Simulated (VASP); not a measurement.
Runs of VASP 6.6.1 on I. The structure is that of space group P6_3/mmc (No. 194), or close to it. The cells are those of the table. 

```csv
task,cell,k mesh,cutoff (eV),smearing,gap on the mesh (eV),pressure (GPa),relaxed volume (Å³/atom),largest force (eV/Å)
single point,"a = 5.552, b = 5.552, c = 9.779 Å, angles 90.0, 90.0, 120.0°, 4 atoms",12 × 12 × 6,520,gaussian 0.1 eV,none,0.0,-,-
single point,"a = 5.552, b = 5.552, c = 9.779 Å, angles 90.0, 90.0, 120.0°, 4 atoms",6 × 6 × 2,520,gaussian 0.1 eV,none,0.0,-,-
single point,"a = 4.345, b = 4.345, c = 11.944 Å, angles 90.0, 90.0, 120.0°, 4 atoms",6 × 6 × 2,520,gaussian 0.1 eV,none,(a),-,0.37
single point,"a = 4.443, b = 4.443, c = 9.371 Å, angles 90.0, 90.0, 120.0°, 4 atoms",15 × 15 × 4,520,gaussian 0.1 eV,none,0.0,-,-
single point,"a = 4.828, b = 4.828, c = 10.799 Å, angles 90.0, 90.0, 120.0°, 4 atoms",9 × 9 × 4,520,gaussian 0.01 eV,0.29,0.0,-,0.02
single point,"a = 4.477, b = 4.477, c = 11.495 Å, angles 90.0, 90.0, 120.0°, 4 atoms",6 × 6 × 2,520,gaussian 0.1 eV,(c),30.9,-,(d)
relaxation of cell and atoms,"relaxed from a = 4.345, b = 4.345, c = 11.944 Å, angles 90.0, 90.0, 120.0°, 4 atoms",6 × 6 × 2,600,gaussian 0.1 eV,none,0.0,78.89,0.01
relaxation of cell and atoms,"relaxed from a = 4.770, b = 4.770, c = 10.834 Å, angles 90.0, 90.0, 120.0°, 4 atoms",9 × 9 × 4,600,gaussian 0.01 eV,0.33,0.0,55.03,-
relaxation of cell and atoms,"relaxed from a = 4.443, b = 4.443, c = 9.371 Å, angles 90.0, 90.0, 120.0°, 4 atoms",12 × 12 × 6,600,gaussian 0.1 eV,none,0.0,-,-
single point,"a = 4.095, b = 4.095, c = 13.206 Å, angles 90.0, 90.0, 120.0°, 4 atoms",6 × 6 × 2,520,gaussian 0.1 eV,none,(b),-,-
```

Alike in all rows: level PBE; potentials or basis VASP PAW PBE potentials, release 64 (I); no spin polarisation.

Question: Fill in the values left out.

Answer: (a) 29.4; (b) -2.9; (c) 2.20; (d) 27.71.

Caveats: spin-orbit coupling is left out, which moves the levels of the heavy elements; this functional lacks dispersion, which binds the layers, so the pressure and a relaxed spacing across them are unreliable (some runs); forces of over 1 eV/Å act on the atoms, so gaps and moduli don't describe the material at rest (some runs); the volume moved by over 15 % at a fixed basis, so the end points are rough (some runs); the relaxation stopped at its first step, so nothing moved (some runs).

A k mesh can miss the band edges, and the runs leave out spin-orbit coupling on I.

A gap of «none» marks levels without a gap at the run's occupations.
